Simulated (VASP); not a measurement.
## Ag: relaxation of cell and atoms with PBE

Crystal: Ag.

```
Ag
1.0
     0.00000    2.04275    2.04275
     2.04275    0.00000    2.04275
     2.04275    2.04275    0.00000
Ag
1
Direct
  0.00000 0.00000 0.00000
```

```
Program                : VASP 6.6.1
Task                   : relaxation of cell and atoms
Functional             : PBE
Potentials or basis    : VASP PAW PBE potentials, release 64 (Ag)
Cutoff                 : 600 eV
k mesh                 : 11 × 11 × 11
Occupations            : fermi-dirac, width 0.05 eV
Spin                   : no spin polarisation
Target pressure        : 30 GPa
Dipole correction      : no
Further INCAR settings : ALGO = Normal; EDIFF = 1e-06; IBRION = 2; EDIFFG = -0.01; NSW = 60; ISIF = 3
```

The relaxed volume is 14.70 Å³/atom, the relaxed cell is a = 2.750 Å, b = 2.750 Å, c = 2.750 Å, α = 60.00°, β = 60.00°, γ = 60.00° and the space group after relaxing (to 0.05 Å) is Fm-3m (No. 225). The energy change on relaxing (the enthalpy is what falls) is +223.5 meV/atom, the ionic steps are 5 and the pressure after relaxing is 30.1 GPa.

Step by step:
```csv
step,energy change (eV),largest force (eV/Å),pressure (GPa),volume (Å³)
1,0.0000,0.0000,4.23,17.05
2,2.0107,0.0000,161.44,11.14
3,0.1903,0.0000,27.11,14.89
4,0.2108,0.0000,28.91,14.77
5,0.2235,0.0000,30.08,14.70
```

Final structure:
```yaml
crystal:
  lattice:
    - [0.00000, 1.94427, 1.94427]
    - [1.94427, 0.00000, 1.94427]
    - [1.94427, 1.94427, 0.00000]
  atoms:
    - { symbol: Ag, position: [0.00000, 0.00000, 0.00000] }
```

Levels at points of the mesh, in eV from the Fermi level:
```csv
k point,band 2,band 3,band 4,band 5,band 6,band 7,band 8,band 9
"(0.00, 0.00, 0.00)",-5.59,-5.59,-5.59,-4.24,-4.24,16.09,20.56,20.56
```

Run time: 12 s on 1 thread of Intel(R) Xeon(R) 6975P-C (Granite Rapids), with other jobs on the host, peak memory 0.15 GiB.

Caveat: the cell is relaxed towards a set pressure, so the enthalpy falls and the energy may rise.
